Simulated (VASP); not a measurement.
# AlGaN2 (P-4m2) in VASP: further runs

Runs on AlGaN2. Level: LDA. Tasks: relaxation of the atoms.

Program: VASP 6.6.1. These are calculated values, not measurements. Logs are shortened: lines on timing, memory, paths and dates and some standing lists are left out, and cuts for length are marked.

### Step 1. The cell of the first run

The structure is tetragonal, space group P-4m2 (No. 115). Conventional cell: a = 2.852 Å, b = 2.852 Å, c = 4.814 Å, α = 90.00°, β = 90.00°, γ = 90.00°. Al (site symmetry -4m2) has 4 N at 1.84 Å within 2.4 Å. Within 2.5 Å of Ga (site symmetry -4m2) lie 4 N at 1.90 Å. N (site symmetry 2mm) has 2 Al at 1.84 Å and 2 Ga at 1.90 Å within 2.4 Å.

### Step 2. Relaxation of the atoms, LDA (9.79 Å³/atom)

The input, INCAR:

```
SYSTEM = AlGaN2
  ALGO = Normal
  EDIFF = 1E-6
  EDIFFG = -0.01
  ENCUT = 520
  IBRION = 2
  ISIF = 2
  ISMEAR = 0
  LASPH = .True.
  LCHARG = .False.
  LREAL = .False.
  LWAVE = .False.
  NELM = 60
  NSW = 50
  PREC = Accurate
  SIGMA = 0.05
```

The input, KPOINTS:

```
k-points
0
Gamma
  8 8 6
  0 0 0
```

The input, POSCAR:

```
AlGaN2
1.0
    2.8515055234      0.0000000000      0.0000000000
    0.0000000000      2.8515055234      0.0000000000
    0.0000000000      0.0000000000      4.8136264740
Al Ga N
1 1 2
Direct
    0.5000000000      0.5000000000      0.5000000000
    0.0000000000      0.0000000000      0.0000000000
    0.5000000000      0.0000000000      0.7400738390
    0.0000000000      0.5000000000      0.2599261610
```

Potentials or basis: VASP PAW LDA potentials, release 64 (Al, Ga_d, N).

The run is started by

```
cat potpaw_LDA.64/Al/POTCAR potpaw_LDA.64/Ga_d/POTCAR potpaw_LDA.64/N/POTCAR > POTCAR
mpirun -np 1 vasp_std > vasp.out
```

OUTCAR:

```text
SYSTEM = AlGaN2
   EDIFF = 1E-6
   EDIFFG = -0.01
   ENCUT = 520
   IBRION = 2
   ISIF = 2
   ISMEAR = 0
   LASPH = .True.
   LREAL = .False.
   NELM = 60
   NSW = 50
   PREC = Accurate

 ion  position               nearest neighbor table
   1  0.500  0.500  0.500-   3 1.84   4 1.84   3 1.84   4 1.84   2 3.14   2 3.14   2 3.14   2 3.14
                             2 3.14   2 3.14   2 3.14   2 3.14
   2  0.000  0.000  0.000-   3 1.90   4 1.90   4 1.90   3 1.90   1 3.14   1 3.14   1 3.14   1 3.14
                             1 3.14   1 3.14   1 3.14   1 3.14
   3  0.500  0.000  0.740-   1 1.84   1 1.84   2 1.90   2 1.90
   4  0.000  0.500  0.260-   1 1.84   1 1.84   2 1.90   2 1.90

  LATTYP: Found a simple tetragonal cell.
 ALAT       =     2.8515055234
 C/A-ratio  =     1.6881000000

  Lattice vectors:

 A1 = (   2.8515055234,   0.0000000000,   0.0000000000)
 A2 = (   0.0000000000,   2.8515055234,   0.0000000000)
 A3 = (   0.0000000000,   0.0000000000,   4.8136264740)

Analysis of symmetry for initial positions (statically):
=====================================================================
 Subroutine PRICEL returns:
 Original cell was already a primitive cell.

 Routine SETGRP: Setting up the symmetry group for a
 simple tetragonal supercell.

 Subroutine GETGRP returns: Found  8 space group operations
 (whereof  8 operations were pure point group operations)
 out of a pool of 16 trial point group operations.

The static configuration has the point symmetry D_2d.

Analysis of symmetry for dynamics (positions and initial velocities):
=====================================================================
 Subroutine PRICEL returns:
 Original cell was already a primitive cell.

 Routine SETGRP: Setting up the symmetry group for a
 simple tetragonal supercell.

 Subroutine GETGRP returns: Found  8 space group operations
 (whereof  8 operations were pure point group operations)
 out of a pool of 16 trial point group operations.

The dynamic configuration has the point symmetry D_2d.

 Subroutine INISYM returns: Found  8 space group operations
 (whereof  8 operations are pure point group operations),
 and found     1 'primitive' translations

----------------------------------------------------------------------------------------

                                     Primitive cell

  volume of cell :      39.1400

  direct lattice vectors                    reciprocal lattice vectors
     2.851505523  0.000000000  0.000000000     0.350691939  0.000000000  0.000000000
     0.000000000  2.851505523  0.000000000     0.000000000  0.350691939  0.000000000
     0.000000000  0.000000000  4.813626474     0.000000000  0.000000000  0.207743581

  length of vectors
     2.851505523  2.851505523  4.813626474     0.350691939  0.350691939  0.207743581

  position of ions in fractional coordinates (direct lattice)
     0.500000000  0.500000000  0.500000000
     0.000000000  0.000000000  0.000000000
     0.500000000  0.000000000  0.740073839
     0.000000000  0.500000000  0.259926161

  ion indices of the primitive-cell ions
   primitive index   ion index
                 1           1
                 2           2
                 3           3
                 4           4

----------------------------------------------------------------------------------------

 KPOINTS: k-points

Automatic generation of k-mesh.
 Grid dimensions read from file:
 generate k-points for:    8    8    6

 Generating k-lattice:

  Cartesian coordinates                     Fractional coordinates (reciprocal lattice)
     0.043836492  0.000000000  0.000000000     0.125000000  0.000000000  0.000000000
     0.000000000  0.043836492  0.000000000     0.000000000  0.125000000  0.000000000
     0.000000000  0.000000000  0.034623930     0.000000000  0.000000000  0.166666667

  Length of vectors
     0.043836492  0.043836492  0.034623930

  Shift w.r.t. Gamma in fractional coordinates (k-lattice)
     0.000000000  0.000000000  0.000000000

 Subroutine IBZKPT returns following result:
 ===========================================

 Found     60 irreducible k-points:

 Following reciprocal coordinates:
            Coordinates               Weight
  0.000000  0.000000  0.000000      1.000000
  0.125000  0.000000  0.000000      4.000000
  0.250000  0.000000  0.000000      4.000000
  0.375000  0.000000  0.000000      4.000000
  0.500000  0.000000  0.000000      2.000000
  0.125000  0.125000  0.000000      4.000000
[... 16 lines left out ...]
  0.375000  0.125000  0.166667     16.000000
  0.500000  0.125000  0.166667      8.000000
 [... further k-points ...]
   k-points           NKPTS =     60   k-points in BZ     NKDIM =     60   number of bands    NBANDS=     17
   number of dos      NEDOS =    301   number of ions     NIONS =      4
   total plane-waves  NPLWV =  20736
   dimension x,y,z NGX =    24 NGY =   24 NGZ =   36
   dimension x,y,z NGXF=    48 NGYF=   48 NGZF=   72
   ions per type =               1   1   2
   NGX,Y,Z   is equivalent  to a cutoff of  13.99, 13.99, 12.43 a.u.
   NGXF,Y,Z  is equivalent  to a cutoff of  27.98, 27.98, 24.87 a.u.
 SYSTEM =  AlGaN2
   PREC   = accura    normal or accurate (medium, high low for compatibility)
   ISTART =      0    job   : 0-new  1-cont  2-samecut
   ICHARG =      2    charge: 1-file 2-atom 10-const
   ISPIN  =      1    spin polarized calculation?
   LNONCOLLINEAR =      F non collinear calculations
   LSORBIT =      F    spin-orbit coupling
   LASPH  =      T    aspherical Exc in radial PAW
   ENCUT  =  520.0 eV  38.22 Ry    6.18 a.u.   5.30  5.30  8.95*2*pi/ulx,y,z
   NELM   =     60;   NELMIN=  2; NELMDL= -5     # of ELM steps
   EDIFF  = 0.1E-05   stopping-criterion for ELM
   LREAL  =      F    real-space projection
   EDIFFG = -.1E-01   stopping-criterion for IOM
   NSW    =     50    number of steps for IOM
   IBRION =      2    ionic relax: 0-MD 1-quasi-New 2-CG
   NFREE  =      1    steps in history (QN), initial steepest desc. (CG)
   ISIF   =      2    stress and relaxation
   ISYM   =      2    0-nonsym 1-usesym 2-fastsym
   POTIM  = 0.5000    time-step for ionic-motion
   TEBEG  =    0.0;   TEEND  =   0.0 temperature during run
   PSTRESS=    0.0 pullay stress
   NELECT =      26.0000    total number of electrons
   NUPDOWN=      -1.0000    fix difference up-down
   EMIN   =  10.00;   EMAX   =-10.00  energy-range for DOS
   EFERMI =   0.00;   METHOD = LEGACY
   ISMEAR =     0;   SIGMA  =   0.05  broadening in eV -4-tet -1-fermi 0-gaus
   EFERMI_NEDOS =   21; number of points for ismear=-14 and -15
   IALGO  =     38    algorithm
   IMIX   =      4    mixing-type and parameters
     AMIX     =   0.40;   BMIX     =  1.00
     AMIX_MAG =   1.60;   BMIX_MAG =  1.00
  volume/ion in A,a.u.               =       9.79        66.03
  Fermi-wavevector in a.u.,A,eV,Ry     =   1.428430  2.699342 27.761500  2.040413
  Thomas-Fermi vector in A             =   2.548493
   LORBIT       =      0    0 simple, 1 ext, 2 COOP (PROOUT), +10 PAW based schemes
   GGA     = CA    functional components
   LHFCALC =     F    Hartree Fock is set to
   AEXX    =    0.0000 exact exchange contribution
   IVDW    =     0    specifies the selected vdW correction
   LEPSILON=     F    determine dielectric tensor
   LRPA    =     F    only Hartree local field effects (RPA)
 conjugate gradient relaxation of ions
 non-spin polarized calculation
 Gauss-broadening in eV      SIGMA  =   0.05
  energy-cutoff  :      520.00
  volume of cell :       39.14
 maximum number of plane-waves:      1068
 NGX is ok and might be reduce to    24
   NGX = 11   NGY = 11   NGZ = 17

--------------------------------------- Ionic step        1  -------------------------------------------

 number of electron      26.0000010 magnetization

 Free energy of the ion-electron system (eV)
  ---------------------------------------------------
  ext. energy  EPLUGINS =         0.00000000
  ---------------------------------------------------
  free energy    TOTEN  =       -29.61630003 eV

  energy without entropy =      -29.61630003  energy(sigma->0) =      -29.61630003

------------------------ aborting loop because EDIFF is reached ----------------------------------------

  FORCE on cell =-STRESS in cart. coord.  units (eV):
  Direction    XX          YY          ZZ          XY          YZ          ZX
  --------------------------------------------------------------------------------------
  -------------------------------------------------------------------------------------
  Total        7.6843569      7.6843569     -1.3881126      0.0000000      0.0000000      0.0000000
  in kB      314.5555019    314.5555019    -56.8217302      0.0000000      0.0000000      0.0000000
  external PRESSURE =     190.7630912 kB  Pullay stress =       0.0000000 kB

 VOLUME and BASIS-vectors are now :
 -----------------------------------------------------------------------------
  energy-cutoff  :      520.00
  volume of cell :       39.14
      direct lattice vectors                 reciprocal lattice vectors
     2.851505523  0.000000000  0.000000000     0.350691939  0.000000000  0.000000000
     0.000000000  2.851505523  0.000000000     0.000000000  0.350691939  0.000000000
     0.000000000  0.000000000  4.813626474     0.000000000  0.000000000  0.207743581
[... 39 lines left out ...]
 POSITION                                       TOTAL-FORCE (eV/Angst)
 -----------------------------------------------------------------------------------
      1.42575      1.42575      2.40681         0.000000      0.000000      0.000000
      2.85151      2.85151      0.00000         0.000000     -0.000000      0.000000
      1.42575      0.00000      3.57368         0.000000      0.000000     -0.145794
      2.85151      1.42575      1.23994         0.000000      0.000000      0.145794
 -----------------------------------------------------------------------------------
    total drift:                                0.000000     -0.000000     -0.000000

  FREE ENERGIE OF THE ION-ELECTRON SYSTEM (eV)
  ---------------------------------------------------
  free  energy   TOTEN  =       -29.6172826355 eV

  energy  without entropy=      -29.6172826355  energy(sigma->0) =      -29.61728264

--------------------------------------- Ionic step        3  -------------------------------------------

 number of electron      26.0000009 magnetization

 Free energy of the ion-electron system (eV)
  ---------------------------------------------------
  ext. energy  EPLUGINS =         0.00000000
  ---------------------------------------------------
  free energy    TOTEN  =       -29.61791265 eV

  energy without entropy =      -29.61791265  energy(sigma->0) =      -29.61791265

 E-fermi :   7.3048     XC(G=0): -12.2878

 val. band max:        7.0646981018   @ k =   0.2500   0.0000   0.0000
 cond. band min:       9.6490423547   @ k =   0.5000   0.5000   0.0000
 fundamental gap:      2.5843442529
 Fermi energy:         7.3047942815

 k-point     1 :       0.0000    0.0000    0.0000
  band No.  band energies     occupation
      1      -9.5639      2.00000
      2      -7.9038      2.00000
      3      -6.5405      2.00000
      4      -6.5229      2.00000
      5      -6.5229      2.00000
      6      -6.3279      2.00000
[... 9 lines left out ...]
     16      16.6815      0.00000
     17      18.0793      0.00000
[... 441 lines left out ...]
 k-point    24 :       0.5000    0.1250    0.1667
  band No.  band energies     occupation
      1      -8.0423      2.00000
      2      -7.7978      2.00000
      3      -6.5609      2.00000
      4      -6.5043      2.00000
      5      -6.4715      2.00000
      6      -5.5628      2.00000
[... 9 lines left out ...]
     16      15.1799      0.00000
     17      15.9003      0.00000

 [... further k-points ...]
[... 5 lines left out ...]
  --------------------------------------------------------------------------------------
  -------------------------------------------------------------------------------------
  Total        7.6777391      7.6777391     -1.3710401      0.0000000      0.0000000      0.0000000
  in kB      314.2846084    314.2846084    -56.1228742      0.0000000      0.0000000      0.0000000
  external PRESSURE =     190.8154475 kB  Pullay stress =       0.0000000 kB

 VOLUME and BASIS-vectors are now :
 -----------------------------------------------------------------------------
  energy-cutoff  :      520.00
  volume of cell :       39.14
      direct lattice vectors                 reciprocal lattice vectors
     2.851505523  0.000000000  0.000000000     0.350691939  0.000000000  0.000000000
     0.000000000  2.851505523  0.000000000     0.000000000  0.350691939  0.000000000
     0.000000000  0.000000000  4.813626474     0.000000000  0.000000000  0.207743581

 POSITION                                       TOTAL-FORCE (eV/Angst)
 -----------------------------------------------------------------------------------
      1.42575      1.42575      2.40681         0.000000     -0.000000      0.000000
      0.00000      0.00000      0.00000         0.000000      0.000000      0.000000
      1.42575      0.00000      3.56936         0.000000     -0.000000      0.000323
      0.00000      1.42575      1.24427         0.000000     -0.000000     -0.000323
 -----------------------------------------------------------------------------------
    total drift:                                0.000000     -0.000000     -0.000000

  FREE ENERGIE OF THE ION-ELECTRON SYSTEM (eV)
  ---------------------------------------------------
  free  energy   TOTEN  =       -29.6179126504 eV

  energy  without entropy=      -29.6179126504  energy(sigma->0) =      -29.61791265

 reached required accuracy - stopping structural energy minimisation
```

Run time: 91 s. Hardware: 1 thread of Intel Xeon 8259CL, shared host; peak memory 0.17 GiB.

Results:

```
Free energy               : -29.6179 eV
Energy gained by relaxing : 0.4 meV/atom
Ionic steps               : 3
Pressure after relaxing   : 19.1 GPa
Band gap on the k mesh    : 2.58 eV (least direct gap 3.11 eV)
```

The path:
```tsv
step	energy change (eV)	largest force (eV/Å)	pressure (GPa)
1	0.0000	0.2331	19.08
2	-0.0010	0.1458	19.14
3	-0.0016	0.0003	19.08
```

Final structure:
```
Al Ga N
1.0
     2.85151    0.00000    0.00000
     0.00000    2.85151    0.00000
     0.00000    0.00000    4.81363
Al Ga N
1 1 2
Cartesian
  1.4258 1.4258 2.4068
  0.0000 0.0000 0.0000
  1.4258 0.0000 3.5694
  0.0000 1.4258 1.2443
```

Levels at points of the mesh, in eV from the valence-band top:
| k point | band 11 | band 12 | band 13 | band 14 | band 15 | band 16 |
| --- | --- | --- | --- | --- | --- | --- |
| (0.00, 0.00, 0.00) | -1.38 | -0.03 | -0.03 | 3.08 | 4.10 | 9.62 |
| (0.50, 0.00, 0.00) | -4.37 | -0.58 | -0.24 | 7.09 | 7.42 | 8.15 |
| (0.50, 0.50, 0.00) | -3.39 | -3.39 | -3.29 | 2.58 | 2.58 | 5.27 |
| (0.00, 0.00, 0.50) | -1.37 | -0.73 | -0.73 | 5.12 | 5.50 | 7.42 |
| (0.50, 0.00, 0.50) | -2.10 | -0.57 | -0.19 | 4.39 | 5.45 | 9.41 |
| (0.50, 0.50, 0.50) | -4.00 | -4.00 | -3.92 | 4.96 | 4.96 | 8.66 |

A k mesh can miss the band edges.

### Step 3. Relaxation of the atoms, LDA (10.64 Å³/atom)

This run uses another cell than the first one, of 10.64 Å³/atom.

The input, INCAR:

```
SYSTEM = AlGaN2
PREC     = Accurate       ! precision mode
ENCUT    = 520            ! plane-wave cutoff, eV
EDIFF    = 1E-6           ! SCF threshold, eV
ISMEAR   = 0              ! smearing method
SIGMA    = 0.05           ! smearing width, eV
LREAL    = .False.        ! projectors in reciprocal space
LASPH    = .True.         ! aspherical terms in the spheres
NELM     = 100            ! most SCF steps
ALGO     = Normal         ! electronic algorithm
ISIF     = 2              ! what is computed and relaxed
LWAVE    = .False.        ! write WAVECAR
LCHARG   = .False.        ! write CHGCAR
GGA      = CA             ! functional
IBRION   = 2              ! ionic algorithm
NSW      = 50             ! ionic steps
EDIFFG   = -0.01          ! ionic threshold
```

The input, KPOINTS:

```
Automatic mesh
0
Gamma
  8 8 6
  0 0 0
```

The input, POSCAR:

```
AlGaN2
1.0
    3.3100532127      0.0000000000      0.0000000000
    0.0000000000      3.3100532127      0.0000000000
    0.0000000000      0.0000000000      3.8830234239
Al Ga N
1 1 2
Direct
    0.5000000000      0.5000000000      0.5000000000
    0.0000000000      0.0000000000      0.0000000000
    0.5000000000      0.0000000000      0.7400738390
    0.0000000000      0.5000000000      0.2599261610
```

Potentials or basis: VASP PAW LDA potentials, release 64 (Al, Ga_d, N).

The run is started by

```
cat potpaw_LDA.64/Al/POTCAR potpaw_LDA.64/Ga_d/POTCAR potpaw_LDA.64/N/POTCAR > POTCAR
mpirun -np 1 vasp_std > vasp.out
```

Run time: 74 s. Hardware: 1 thread of Intel Xeon 8259CL, shared host; peak memory 0.18 GiB.

Results (log left out):

```yaml
Free_energy: -30.0365 eV
Energy_gained_by_relaxing: 1.2 meV/atom
Ionic_steps: 2
Pressure_after_relaxing: -2.3 GPa
Band_gap_on_the_k_mesh: 2.81 eV
```

Forces on the atoms (eV/Å):
```
Al   0.000  0.000  0.000
Ga   0.000  0.000  0.000
N    0.000  0.000 -0.002
N    0.000  0.000  0.002
```

Stress tensor (GPa, compression positive):
```
-7.30  0.00  0.00
 0.00 -7.30  0.00
 0.00  0.00  7.84
```

The path:
| step | energy change (eV) | largest force (eV/Å) | pressure (GPa) |
| --- | --- | --- | --- |
| 1 | 0.0000 | 0.3196 | -2.18 |
| 2 | -0.0050 | 0.0023 | -2.25 |

Final structure:
```
Al Ga N
1.0
     3.31005    0.00000    0.00000
     0.00000    3.31005    0.00000
     0.00000    0.00000    3.88302
Al Ga N
1 1 2
Direct
  0.50000 0.50000 0.50000
  0.00000 0.00000 0.00000
  0.50000 0.00000 0.73610
  0.00000 0.50000 0.26390
```

Levels at points of the mesh, in eV from the valence-band top:
| k point | band 10 | band 11 | band 12 | band 13 | band 14 | band 15 | band 16 | band 17 |
| --- | --- | --- | --- | --- | --- | --- | --- | --- |
| (0.00, 0.00, 0.00) | -3.43 | -0.30 | -0.30 | 0.00 | 2.81 | 3.09 | 5.41 | 11.23 |
| (0.50, 0.00, 0.00) | -2.38 | -2.18 | -1.80 | -1.65 | 6.36 | 6.51 | 7.09 | 7.48 |
| (0.50, 0.50, 0.00) | -1.88 | -1.88 | -1.87 | -1.77 | 3.65 | 3.65 | 7.38 | 9.17 |
| (0.00, 0.00, 0.50) | -2.26 | -2.26 | -1.71 | -1.71 | 5.64 | 6.03 | 6.80 | 7.86 |
| (0.50, 0.00, 0.50) | -1.72 | -1.33 | -0.62 | -0.11 | 4.54 | 5.70 | 8.71 | 9.30 |
| (0.50, 0.50, 0.50) | -4.33 | -3.58 | -3.58 | -3.54 | 7.38 | 7.38 | 8.66 | 9.48 |

(Part 1 of 2 ends here.)
